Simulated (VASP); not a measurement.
# Si2C3 (Immm) in VASP: single point with PBE

Aim: the single point of Si2C3 with PBE.

Everything below comes from runs of VASP 6.6.1. Logs are shortened: lines on timing, memory, paths and dates and some standing lists are left out, and cuts for length are marked.

## Step 1: The cell of the first run

It takes space group Immm (No. 71, orthorhombic). The conventional cell has a = 3.447 Å, b = 3.931 Å, c = 6.742 Å, α = 90.00°, β = 90.00°, γ = 90.00°. Within 2.7 Å of Si (site symmetry mm2) lie 5 C at 2.08 to 2.28 Å and 1 Si at 2.31 Å. Within 2.3 Å of C (site symmetry mmm) lie 4 C at 1.72 to 1.97 Å and 2 Si at 2.22 Å. C (site symmetry mmm) has 2 C at 1.97 Å and 4 Si at 2.08 Å within 2.6 Å. C (site symmetry mmm) has 2 C at 1.72 Å and 4 Si at 2.28 Å within 2.3 Å.

## Step 2: Single point, PBE

INCAR

```
SYSTEM = Si2C3
ALGO = Normal
EDIFF = 1E-6
ENCUT = 600
GGA = PE
GGA_COMPAT = .FALSE.
ISIF = 2
ISMEAR = 0
LASPH = .TRUE.
LCHARG = .FALSE.
LREAL = .FALSE.
LWAVE = .FALSE.
NBANDS = 18
NELM = 120
PREC = Accurate
SIGMA = 0.2
```

KPOINTS

```
k-points
0
G
  5 5 5
  0 0 0
```

POSCAR

```
Si2C3
1.0
   -1.7234635590      1.9653142780      3.3708257753
    1.7234635590     -1.9653142780      3.3708257753
    1.7234635590      1.9653142780     -3.3708257753
Si C
2 3
Direct
    0.1714183945      0.1714183945      0.0000000000
    0.8285816055      0.8285816055      0.0000000000
    0.5000000000      0.5000000000      0.0000000000
    0.0000000000      0.5000000000      0.5000000000
    0.5000000000      0.0000000000      0.5000000000
```

Potentials or basis: VASP PAW PBE potentials, release 64 (Si, C).

Launch:

```console
$ cat potpaw_PBE.64/Si/POTCAR potpaw_PBE.64/C/POTCAR > POTCAR
$ mpirun -np 1 vasp_std > vasp.out
```

OUTCAR:

```text
SYSTEM = Si2C3
   EDIFF = 1E-6
   ENCUT = 600
   GGA = PE
   ISIF = 2
   ISMEAR = 0
   LASPH = .TRUE.
   LREAL = .FALSE.
   NELM = 120
   PREC = Accurate

 ion  position               nearest neighbor table
   1  0.171  0.171  0.000-   4 2.08   4 2.08   3 2.22   5 2.28   5 2.28   2 2.31   2 2.82   2 2.82
                             2 2.82   2 2.82
   2  0.829  0.829  0.000-   4 2.08   4 2.08   3 2.22   5 2.28   5 2.28   1 2.31   1 2.82   1 2.82
                             1 2.82   1 2.82
   3  0.500  0.500  0.000-   5 1.72   5 1.72   4 1.97   4 1.97   1 2.22   2 2.22
   4  0.000  0.500  0.500-   3 1.97   3 1.97   1 2.08   1 2.08   2 2.08   2 2.08
   5  0.500  0.000  0.500-   3 1.72   3 1.72   1 2.28   1 2.28   2 2.28   2 2.28

  LATTYP: Found a body centered orthorhombic cell.
 ALAT       =     3.4469271180
 B/A-ratio  =     1.1403283044
 C/A-ratio  =     1.9558439502

  Lattice vectors:

 A1 = (  -1.7234635590,   1.9653142780,   3.3708257753)
 A2 = (   1.7234635590,  -1.9653142780,   3.3708257753)
 A3 = (   1.7234635590,   1.9653142780,  -3.3708257753)

Analysis of symmetry for initial positions (statically):
=====================================================================
 Subroutine PRICEL returns:
 Original cell was already a primitive cell.

 Routine SETGRP: Setting up the symmetry group for a
 body centered orthorhombic supercell.

 Subroutine GETGRP returns: Found  8 space group operations
 (whereof  8 operations were pure point group operations)
 out of a pool of  8 trial point group operations.

The static configuration has the point symmetry D_2h.

Analysis of symmetry for dynamics (positions and initial velocities):
=====================================================================
 Subroutine PRICEL returns:
 Original cell was already a primitive cell.

 Routine SETGRP: Setting up the symmetry group for a
 body centered orthorhombic supercell.

 Subroutine GETGRP returns: Found  8 space group operations
 (whereof  8 operations were pure point group operations)
 out of a pool of  8 trial point group operations.

The dynamic configuration has the point symmetry D_2h.

 Subroutine INISYM returns: Found  8 space group operations
 (whereof  8 operations are pure point group operations),
 and found     1 'primitive' translations

----------------------------------------------------------------------------------------
[... 95 lines left out ...]
   LSORBIT =      F    spin-orbit coupling
   LASPH  =      T    aspherical Exc in radial PAW
   ENCUT  =  600.0 eV  44.10 Ry    6.64 a.u.   8.52  8.52  8.52*2*pi/ulx,y,z
   NELM   =    120;   NELMIN=  2; NELMDL= -5     # of ELM steps
   EDIFF  = 0.1E-05   stopping-criterion for ELM
   LREAL  =      F    real-space projection
   EDIFFG = 0.1E-04   stopping-criterion for IOM
   NSW    =      0    number of steps for IOM
   IBRION =     -1    ionic relax: 0-MD 1-quasi-New 2-CG
   NFREE  =      0    steps in history (QN), initial steepest desc. (CG)
   ISIF   =      2    stress and relaxation
   ISYM   =      2    0-nonsym 1-usesym 2-fastsym
   POTIM  = 0.5000    time-step for ionic-motion
   TEBEG  =    0.0;   TEEND  =   0.0 temperature during run
   PSTRESS=    0.0 pullay stress
   NELECT =      20.0000    total number of electrons
   NUPDOWN=      -1.0000    fix difference up-down
   EMIN   =  10.00;   EMAX   =-10.00  energy-range for DOS
   EFERMI =   0.00;   METHOD = LEGACY
   ISMEAR =     0;   SIGMA  =   0.20  broadening in eV -4-tet -1-fermi 0-gaus
   EFERMI_NEDOS =   21; number of points for ismear=-14 and -15
   IALGO  =     38    algorithm
   IMIX   =      4    mixing-type and parameters
     AMIX     =   0.40;   BMIX     =  1.00
     AMIX_MAG =   1.60;   BMIX_MAG =  1.00
  volume/ion in A,a.u.               =       9.13        61.64
  Fermi-wavevector in a.u.,A,eV,Ry     =   1.243201  2.349309 21.028468  1.545549
  Thomas-Fermi vector in A             =   2.377522
   LORBIT       =      0    0 simple, 1 ext, 2 COOP (PROOUT), +10 PAW based schemes
   GGA     = PE    functional components
   LHFCALC =     F    Hartree Fock is set to
   AEXX    =    0.0000 exact exchange contribution
   IVDW    =     0    specifies the selected vdW correction
   LEPSILON=     F    determine dielectric tensor
   LRPA    =     F    only Hartree local field effects (RPA)
 non-spin polarized calculation
 Gauss-broadening in eV      SIGMA  =   0.20
  energy-cutoff  :      600.00
  volume of cell :       45.67
 maximum number of plane-waves:      1538
 NGX is ok and might be reduce to    36
   NGX = 17   NGY = 17   NGZ = 17

 number of electron      20.0000000 magnetization

 Free energy of the ion-electron system (eV)
  ---------------------------------------------------
  ext. energy  EPLUGINS =         0.00000000
  ---------------------------------------------------
  free energy    TOTEN  =       -28.84956891 eV

  energy without entropy =      -28.81892859  energy(sigma->0) =      -28.83424875

 E-fermi :   9.9409     XC(G=0): -12.1642

 val. band max:        9.9329751571   @ k =  -0.4000   0.2000  -0.0000
 cond. band min:       9.9985570980   @ k =   0.2000   0.2000   0.0000
 fundamental gap:      0.0655819409
 Fermi energy:         9.9408833042

 k-point     1 :       0.0000    0.0000    0.0000
  band No.  band energies     occupation
      1      -7.8816      2.00000
      2       0.5400      2.00000
      3       2.2724      2.00000
      4       2.3845      2.00000
      5       3.7566      2.00000
      6       4.6362      2.00000
[... 481 lines left out ...]
      5       2.1413      2.00000
      6       4.1777      2.00000
[... 10 lines left out ...]
     17      18.1478      0.00000
     18      19.6858      0.00000

 [... further k-points ...]
[... 5 lines left out ...]
  --------------------------------------------------------------------------------------
  -------------------------------------------------------------------------------------
  Total       -0.0624726     -0.1660805      0.0020049      0.0000000      0.0000000      0.0000000
  in kB       -2.1916417     -5.8263800      0.0703336      0.0000000      0.0000000      0.0000000
  external PRESSURE =      -2.6492294 kB  Pullay stress =       0.0000000 kB

 VOLUME and BASIS-vectors are now :
 -----------------------------------------------------------------------------
  energy-cutoff  :      600.00
  volume of cell :       45.67
      direct lattice vectors                 reciprocal lattice vectors
    -1.723463559  1.965314278  3.370825775     0.000000000  0.254412236  0.148331606
     1.723463559 -1.965314278  3.370825775     0.290113474  0.000000000  0.148331606
     1.723463559  1.965314278 -3.370825775     0.290113474  0.254412236  0.000000000

 POSITION                                       TOTAL-FORCE (eV/Angst)
 -----------------------------------------------------------------------------------
      0.00000      0.00000      1.15564        -0.000000      0.000000      0.012453
      0.00000      0.00000      5.58601         0.000000     -0.000000     -0.012453
      0.00000      0.00000      3.37083        -0.000000      0.000000      0.000000
      1.72346      0.00000      0.00000        -0.000000      0.000000      0.000000
      0.00000      1.96531      0.00000        -0.000000      0.000000      0.000000
 -----------------------------------------------------------------------------------
    total drift:                                0.000000      0.000000     -0.000000

  FREE ENERGIE OF THE ION-ELECTRON SYSTEM (eV)
  ---------------------------------------------------
  free  energy   TOTEN  =       -28.8495689127 eV

  energy  without entropy=      -28.8189285948  energy(sigma->0) =      -28.83424875
```

Run time: 27 s. Hardware: 1 thread of Intel Xeon Platinum 8375C at 2.90GHz (Ice Lake), shared host; peak memory 0.2 GiB.

What came out:

- Free energy: -28.8496 eV
- Pressure: -0.3 GPa
- Largest force: 0.012 eV/Å
- Band gap on the k mesh: zero (band 10 reaches 11.30 eV, above the bottom of band 11 at 7.88 eV)

Forces in eV/Å, atoms in the order of the input:
```
Si   0.000  0.000  0.012
Si   0.000  0.000 -0.012
C    0.000  0.000  0.000
C    0.000  0.000  0.000
C    0.000  0.000  0.000
```

Caveat: the k points lie up to 0.48 Å⁻¹ apart.
